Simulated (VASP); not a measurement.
A run of VASP 6.6.1 is set up as follows.

INCAR

```
SYSTEM = Ca
ALGO = Fast
EDIFF = 1E-6
ENCUT = 520
GGA = PE
ISIF = 2
ISMEAR = 0
LASPH = .TRUE.
LCHARG = .FALSE.
LREAL = .FALSE.
LWAVE = .FALSE.
NBANDS = 11
NELM = 100
PREC = Accurate
SIGMA = 0.15
```

KPOINTS

```
k-points
0
G
  14 14 14
  0 0 0
```

The input POSCAR:

```
Ca
1.0
    3.4886563400      0.0000000000      0.0000000000
    0.0000000000      3.2270071145      0.0000000000
    0.0000000000      0.0000000000      3.4886563400
Ca
1
Direct
    0.0000000000      0.0000000000      0.0000000000
```

Potentials or basis: VASP PAW PBE potentials, release 64 (Ca_sv).

Command:

```bash
$ cat potpaw_PBE.64/Ca_sv/POTCAR > POTCAR
$ mpirun -np 1 vasp_std > vasp.out
```

Q: Predict the band gap on the k mesh.

A: Zero (band 5 reaches 2.77 eV, above the bottom of band 6 at 1.58 eV).

Q: Estimate the pressure.

A: 1.5 GPa.

Stress tensor (GPa, compression positive):
```
-0.47  0.00  0.00
 0.00  5.47  0.00
 0.00  0.00 -0.47
```

Caveat: the cell differs from its parent crystal (strain -0.0750 x Voigt [0, 1, 0, 0, 0, 0]).
